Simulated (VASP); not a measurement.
Si: electric field gradients with r2SCAN

The system is Si.

```
CELL_PARAMETERS angstrom
2.83597 0.00000 0.00000
-1.41798 2.45602 0.00000
0.00000 0.00000 4.59427
ATOMIC_POSITIONS crystal
Si 0.19333 0.59667 0.14500
Si 0.80667 0.40333 0.85500
```

This cell differs from its parent crystal: shortest bond scaled by 0.58.

```yaml
Program: VASP 6.6.1
Task: electric field gradients
Functional: r2SCAN
Potentials_or_basis: VASP PAW PBE potentials, release 64 (Si)
Cutoff: 520 eV
k_mesh: 12 × 12 × 7
Occupations: fermi-dirac, width 0.05 eV
Spin: no spin polarisation
Dipole_correction: no
Further_INCAR_settings: ALGO = Normal; EDIFF = 1e-08; NBANDS = 11
```

- Pressure: 75.2 GPa
- Largest force: 27.299 eV/Å
- Band gap on the k mesh: zero (band 4 reaches 12.67 eV, above the bottom of band 5 at 6.17 eV)

Forces on the atoms (eV/Å):
```
Si   12.966   7.486  22.827
Si  -12.966  -7.486 -22.827
```

Stress tensor (GPa, compression positive):
```
 60.02  30.96  89.45
 30.96  24.28  51.65
 89.45  51.65 141.37
```

Levels at points of the mesh, in eV from the Fermi level:
| k point | band 2 | band 3 | band 4 | band 5 | band 6 | band 7 |
| --- | --- | --- | --- | --- | --- | --- |
| (0.00, 0.00, 0.00) | -6.85 | -4.20 | 4.59 | 5.26 | 6.81 | 7.35 |
| (0.50, 0.00, 0.00) | -9.21 | -1.21 | -1.09 | 0.73 | 1.70 | 3.33 |
| (0.00, 0.50, 0.00) | -8.78 | -1.46 | -0.74 | 0.65 | 1.93 | 2.54 |

Electric field gradients, principal values (V/Å²):
| atom | least | middle | greatest (by size) |
| --- | --- | --- | --- |
| 1 Si | 59.370 | 61.610 | -120.980 |
| 2 Si | 59.370 | 61.610 | -120.980 |

Run time: 2.5 min on 1 thread of Intel(R) Xeon(R) 6975P-C (Granite Rapids), with other jobs on the host, peak memory 0.21 GiB.

Caveat: the cell differs from its parent crystal (shortest bond scaled by 0.58); without QUAD_EFG the Cq values of the log hold for a quadrupole moment of 1 mb, not for the nuclei; the PAW data sets were made with another functional, which shifts forces and pressure a little.
